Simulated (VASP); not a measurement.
# Ta5Ti3 (P4/mmm) in VASP: notebook

Runs on Ta5Ti3. Level: PBE. Tasks: single point.

Program: VASP 6.6.1. These are calculated values, not measurements. Logs are shortened: lines on timing, memory, paths and dates and some standing lists are left out, and cuts for length are marked.

### Step 1. The cell of the first run

The structure is tetragonal, space group P4/mmm (No. 123). The conventional cell has a = 3.309 Å, b = 3.309 Å, c = 13.061 Å, α = 90.00°, β = 90.00°, γ = 90.00°. Ti (site symmetry 4mm) has 5 Ta at 2.83 to 3.24 Å and 9 Ti at 2.85 to 3.31 Å within 3.7 Å. Ti (site symmetry 4/mmm) has 12 Ti at 2.85 to 3.31 Å and 2 Ta at 3.21 Å within 3.8 Å. Ta (site symmetry 4mm) has 5 Ti at 2.83 to 3.21 Å and 9 Ta at 2.86 to 3.32 Å within 3.7 Å. Ta (site symmetry 4/mmm) has 14 Ta at 2.88 to 3.32 Å within 3.8 Å. Within 3.8 Å of Ta (site symmetry 4mm) lie 13 Ta at 2.86 to 3.34 Å and 1 Ti at 3.24 Å.

### Step 2. Single point, PBE

Contents of INCAR:

```
  PREC = Accurate
  ENCUT = 520
  EDIFF = 1E-6
  ISMEAR = 0
  SIGMA = 0.2
  LREAL = F
  LASPH = T
  NELM = 80
  ALGO = Fast
  ISIF = 2
  LWAVE = F
  LCHARG = F
  GGA = PE
  NBANDS = 56
```

Contents of KPOINTS:

```
Automatic mesh
0
Gamma
  5 5 2
```

Contents of POSCAR:

```
Ta5Ti3
1.0
    3.3092758676      0.0000000000      0.0000000000
    0.0000000000      3.3092758676      0.0000000000
    0.0000000000      0.0000000000     13.0611252067
Ti Ta
3 5
Direct
    0.5000000000      0.5000000000      0.6241351209
    0.5000000000      0.5000000000      0.3758648791
    0.0000000000      0.0000000000      0.5000000000
    0.0000000000      0.0000000000      0.7461451317
    0.0000000000      0.0000000000      0.2538548683
    0.0000000000      0.0000000000      0.0000000000
    0.5000000000      0.5000000000      0.8720355566
    0.5000000000      0.5000000000      0.1279644434
```

Potentials or basis: VASP PAW PBE potentials, release 64 (Ti_sv, Ta_pv).

Launch:

```sh
> cat potpaw_PBE.64/Ti_sv/POTCAR potpaw_PBE.64/Ta_pv/POTCAR > POTCAR
> mpirun -np 1 vasp_std > vasp.out
```

OUTCAR:

```text
PREC = Accurate
   ENCUT = 520
   EDIFF = 1E-6
   ISMEAR = 0
   LREAL = F
   LASPH = T
   NELM = 80
   ISIF = 2
   GGA = PE

 ion  position               nearest neighbor table
   1  0.500  0.500  0.624-   4 2.83   4 2.83   4 2.83   4 2.83   3 2.85   3 2.85   3 2.85   3 2.85
                             7 3.24
   2  0.500  0.500  0.376-   5 2.83   5 2.83   5 2.83   5 2.83   3 2.85   3 2.85   3 2.85   3 2.85
                             8 3.24
   3  0.000  0.000  0.500-   1 2.85   2 2.85   1 2.85   2 2.85   1 2.85   2 2.85   1 2.85   2 2.85
                             4 3.21   5 3.21
   4  0.000  0.000  0.746-   1 2.83   1 2.83   1 2.83   1 2.83   7 2.86   7 2.86   7 2.86   7 2.86
                             3 3.21   6 3.32
   5  0.000  0.000  0.254-   2 2.83   2 2.83   2 2.83   2 2.83   8 2.86   8 2.86   8 2.86   8 2.86
                             3 3.21   6 3.32
   6  0.000  0.000  0.000-   7 2.88   8 2.88   7 2.88   8 2.88   7 2.88   8 2.88   7 2.88   8 2.88
                             4 3.32   5 3.32
   7  0.500  0.500  0.872-   4 2.86   4 2.86   4 2.86   4 2.86   6 2.88   6 2.88   6 2.88   6 2.88
                             1 3.24   8 3.34
   8  0.500  0.500  0.128-   5 2.86   5 2.86   5 2.86   5 2.86   6 2.88   6 2.88   6 2.88   6 2.88
                             2 3.24   7 3.34

  LATTYP: Found a simple tetragonal cell.
 ALAT       =     3.3092758676
 C/A-ratio  =     3.9468227278

  Lattice vectors:

 A1 = (   3.3092758676,   0.0000000000,   0.0000000000)
 A2 = (   0.0000000000,   3.3092758676,   0.0000000000)
 A3 = (   0.0000000000,   0.0000000000,  13.0611252067)

Analysis of symmetry for initial positions (statically):
=====================================================================
 Subroutine PRICEL returns:
 Original cell was already a primitive cell.

 Routine SETGRP: Setting up the symmetry group for a
 simple tetragonal supercell.

 Subroutine GETGRP returns: Found 16 space group operations
 (whereof 16 operations were pure point group operations)
 out of a pool of 16 trial point group operations.

The static configuration has the point symmetry D_4h.

Analysis of symmetry for dynamics (positions and initial velocities):
=====================================================================
 Subroutine PRICEL returns:
 Original cell was already a primitive cell.

 Routine SETGRP: Setting up the symmetry group for a
 simple tetragonal supercell.

 Subroutine GETGRP returns: Found 16 space group operations
 (whereof 16 operations were pure point group operations)
 out of a pool of 16 trial point group operations.

The dynamic configuration has the point symmetry D_4h.

 Subroutine INISYM returns: Found 16 space group operations
 (whereof 16 operations are pure point group operations),
 and found     1 'primitive' translations

----------------------------------------------------------------------------------------

                                     Primitive cell

  volume of cell :     143.0364

  direct lattice vectors                    reciprocal lattice vectors
     3.309275868  0.000000000  0.000000000     0.302180912  0.000000000  0.000000000
     0.000000000  3.309275868  0.000000000     0.000000000  0.302180912  0.000000000
     0.000000000  0.000000000 13.061125207     0.000000000  0.000000000  0.076563082

  length of vectors
     3.309275868  3.309275868 13.061125207     0.302180912  0.302180912  0.076563082

  position of ions in fractional coordinates (direct lattice)
     0.500000000  0.500000000  0.624135121
     0.500000000  0.500000000  0.375864879
     0.000000000  0.000000000  0.500000000
     0.000000000  0.000000000  0.746145132
     0.000000000  0.000000000  0.253854868
     0.000000000  0.000000000  0.000000000
     0.500000000  0.500000000  0.872035557
     0.500000000  0.500000000  0.127964443

  ion indices of the primitive-cell ions
   primitive index   ion index
                 1           1
                 2           2
                 3           3
                 4           4
                 5           5
                 6           6
                 7           7
                 8           8

----------------------------------------------------------------------------------------

 KPOINTS: Automatic mesh

Automatic generation of k-mesh.
 Grid dimensions read from file:
 generate k-points for:    5    5    2

 Generating k-lattice:

  Cartesian coordinates                     Fractional coordinates (reciprocal lattice)
     0.060436182  0.000000000  0.000000000     0.200000000  0.000000000  0.000000000
     0.000000000  0.060436182  0.000000000     0.000000000  0.200000000  0.000000000
     0.000000000  0.000000000  0.038281541     0.000000000  0.000000000  0.500000000

  Length of vectors
     0.060436182  0.060436182  0.038281541

  Shift w.r.t. Gamma in fractional coordinates (k-lattice)
     0.000000000  0.000000000  0.000000000

 Subroutine IBZKPT returns following result:
 ===========================================

 Found     12 irreducible k-points:

 Following reciprocal coordinates:
            Coordinates               Weight
  0.000000  0.000000  0.000000      1.000000
  0.200000  0.000000  0.000000      4.000000
  0.400000  0.000000  0.000000      4.000000
  0.200000  0.200000  0.000000      4.000000
  0.400000  0.200000  0.000000      8.000000
  0.400000  0.400000  0.000000      4.000000
  0.000000  0.000000  0.500000      1.000000
  0.200000  0.000000  0.500000      4.000000
  0.400000  0.000000  0.500000      4.000000
  0.200000  0.200000  0.500000      4.000000
  0.400000  0.200000  0.500000      8.000000
  0.400000  0.400000  0.500000      4.000000
   k-points           NKPTS =     12   k-points in BZ     NKDIM =     12   number of bands    NBANDS=     56
   number of dos      NEDOS =    301   number of ions     NIONS =      8
   total plane-waves  NPLWV =  76832
   dimension x,y,z NGX =    28 NGY =   28 NGZ =   98
   dimension x,y,z NGXF=    56 NGYF=   56 NGZF=  196
   ions per type =               3   5
   NGX,Y,Z   is equivalent  to a cutoff of  14.07, 14.07, 12.47 a.u.
   NGXF,Y,Z  is equivalent  to a cutoff of  28.13, 28.13, 24.95 a.u.
 SYSTEM =  unknown system
   PREC   = accura    normal or accurate (medium, high low for compatibility)
   ISTART =      0    job   : 0-new  1-cont  2-samecut
   ICHARG =      2    charge: 1-file 2-atom 10-const
   ISPIN  =      1    spin polarized calculation?
   LNONCOLLINEAR =      F non collinear calculations
   LSORBIT =      F    spin-orbit coupling
   LASPH  =      T    aspherical Exc in radial PAW
   ENCUT  =  520.0 eV  38.22 Ry    6.18 a.u.   6.15  6.15 24.29*2*pi/ulx,y,z
   NELM   =     80;   NELMIN=  2; NELMDL= -5     # of ELM steps
   EDIFF  = 0.1E-05   stopping-criterion for ELM
   LREAL  =      F    real-space projection
   EDIFFG = 0.1E-04   stopping-criterion for IOM
   NSW    =      0    number of steps for IOM
   IBRION =     -1    ionic relax: 0-MD 1-quasi-New 2-CG
   NFREE  =      0    steps in history (QN), initial steepest desc. (CG)
   ISIF   =      2    stress and relaxation
   ISYM   =      2    0-nonsym 1-usesym 2-fastsym
   POTIM  = 0.5000    time-step for ionic-motion
   TEBEG  =    0.0;   TEEND  =   0.0 temperature during run
   PSTRESS=    0.0 pullay stress
   NELECT =      91.0000    total number of electrons
   NUPDOWN=      -1.0000    fix difference up-down
   EMIN   =  10.00;   EMAX   =-10.00  energy-range for DOS
   EFERMI =   0.00;   METHOD = LEGACY
   ISMEAR =     0;   SIGMA  =   0.20  broadening in eV -4-tet -1-fermi 0-gaus
   EFERMI_NEDOS =   21; number of points for ismear=-14 and -15
   IALGO  =     68    algorithm
   IMIX   =      4    mixing-type and parameters
     AMIX     =   0.40;   BMIX     =  1.00
     AMIX_MAG =   1.60;   BMIX_MAG =  1.00
  volume/ion in A,a.u.               =      17.88       120.66
  Fermi-wavevector in a.u.,A,eV,Ry     =   1.408012  2.660757 26.973532  1.982499
  Thomas-Fermi vector in A             =   2.530213
   LORBIT       =      0    0 simple, 1 ext, 2 COOP (PROOUT), +10 PAW based schemes
   GGA     = PE    functional components
   LHFCALC =     F    Hartree Fock is set to
   AEXX    =    0.0000 exact exchange contribution
   IVDW    =     0    specifies the selected vdW correction
   LEPSILON=     F    determine dielectric tensor
   LRPA    =     F    only Hartree local field effects (RPA)
 non-spin polarized calculation
 RMM-DIIS sequential band-by-band and
 Gauss-broadening in eV      SIGMA  =   0.20
  energy-cutoff  :      520.00
  volume of cell :      143.04
 maximum number of plane-waves:      3896
 NGX is ok and might be reduce to    28
   NGX = 13   NGY = 13   NGZ = 49

 number of electron      90.9999987 magnetization

 Free energy of the ion-electron system (eV)
  ---------------------------------------------------
  ext. energy  EPLUGINS =         0.00000000
  ---------------------------------------------------
  free energy    TOTEN  =       -82.25229121 eV

  energy without entropy =      -81.98093611  energy(sigma->0) =      -82.11661366

 E-fermi :   6.4192     XC(G=0): -12.1781

 val. band max:        6.4084397020   @ k =   0.4000   0.0000   0.5000
 cond. band min:       6.4217779472   @ k =   0.2000   0.2000   0.5000
 fundamental gap:      0.0133382452
 Fermi energy:         6.4191792973

 k-point     1 :       0.0000    0.0000    0.0000
  band No.  band energies     occupation
      1     -50.1361      2.00000
      2     -49.9056      2.00000
      3     -49.8875      2.00000
      4     -27.5181      2.00000
      5     -27.4833      2.00000
      6     -27.4833      2.00000
[... 48 lines left out ...]
     55       8.5795      0.00000
     56       9.3839      0.00000

 k-point     2 :       0.2000    0.0000    0.0000
  band No.  band energies     occupation
      1     -50.1258      2.00000
      2     -49.9027      2.00000
      3     -49.8922      2.00000
      4     -27.6277      2.00000
      5     -27.6225      2.00000
      6     -27.4932      2.00000
[... 583 lines left out ...]
  band No.  band energies     occupation
      1     -50.0982      2.00000
      2     -49.8953      2.00000
      3     -49.8901      2.00000
      4     -27.7791      2.00000
      5     -27.7326      2.00000
      6     -27.6424      2.00000
[... 48 lines left out ...]
     55       9.3534      0.00000
     56       9.8139      0.00000

------------------------ aborting loop because EDIFF is reached ----------------------------------------

  FORCE on cell =-STRESS in cart. coord.  units (eV):
  Direction    XX          YY          ZZ          XY          YZ          ZX
  --------------------------------------------------------------------------------------
  -------------------------------------------------------------------------------------
  Total       -0.1948468     -0.1948468     -0.0499258      0.0000000      0.0000000      0.0000000
  in kB       -2.1825154     -2.1825154     -0.5592281      0.0000000      0.0000000      0.0000000
  external PRESSURE =      -1.6414196 kB  Pullay stress =       0.0000000 kB

 VOLUME and BASIS-vectors are now :
 -----------------------------------------------------------------------------
  energy-cutoff  :      520.00
  volume of cell :      143.04
      direct lattice vectors                 reciprocal lattice vectors
     3.309275868  0.000000000  0.000000000     0.302180912  0.000000000  0.000000000
     0.000000000  3.309275868  0.000000000     0.000000000  0.302180912  0.000000000
     0.000000000  0.000000000 13.061125207     0.000000000  0.000000000  0.076563082

 POSITION                                       TOTAL-FORCE (eV/Angst)
 -----------------------------------------------------------------------------------
      1.65464      1.65464      8.15191         0.000000     -0.000000     -0.046760
      1.65464      1.65464      4.90922         0.000000     -0.000000      0.046760
      0.00000      0.00000      6.53056         0.000000      0.000000      0.000000
      0.00000      0.00000      9.74549         0.000000      0.000000      0.025241
      0.00000      0.00000      3.31563         0.000000      0.000000     -0.025241
      0.00000      0.00000      0.00000         0.000000      0.000000      0.000000
      1.65464      1.65464     11.38977        -0.000000      0.000000      0.071772
      1.65464      1.65464      1.67136         0.000000     -0.000000     -0.071772
 -----------------------------------------------------------------------------------
    total drift:                                0.000000      0.000000      0.000000

  FREE ENERGIE OF THE ION-ELECTRON SYSTEM (eV)
  ---------------------------------------------------
  free  energy   TOTEN  =       -82.2522912072 eV

  energy  without entropy=      -81.9809361090  energy(sigma->0) =      -82.11661366
```

Run time: 3.1 min. Hardware: 1 thread of AMD EPYC 9R45 (Zen 5), shared host; peak memory 0.27 GiB.

What came out:

```yaml
Free_energy: -82.2523 eV
Pressure: -0.2 GPa
Largest_force: 0.072 eV/Å
```

Forces in eV/Å, atoms in the order of the input:
```
Ti   0.000  0.000 -0.047
Ti   0.000  0.000  0.047
Ti   0.000  0.000  0.000
Ta   0.000  0.000  0.025
Ta   0.000  0.000 -0.025
Ta   0.000  0.000  0.000
Ta   0.000  0.000  0.072
Ta   0.000  0.000 -0.072
```

Levels at points of the mesh, in eV from the Fermi level:
| k point | band 41 | band 42 | band 43 | band 44 | band 45 | band 46 | band 47 | band 48 | band 49 | band 50 |
| --- | --- | --- | --- | --- | --- | --- | --- | --- | --- | --- |
| (0.00, 0.00, 0.00) | 0.62 | 0.62 | 0.72 | 0.72 | 0.74 | 0.97 | 0.97 | 1.15 | 1.15 | 1.23 |
| (0.00, 0.00, 0.50) | 0.65 | 0.72 | 0.73 | 0.73 | 0.84 | 0.87 | 0.89 | 0.90 | 0.90 | 0.97 |

Caveat: the k points lie up to 0.38 Å⁻¹ apart; spin-orbit coupling is left out, which moves the levels of the heavy elements.

(Continued in part 2 of 2.)
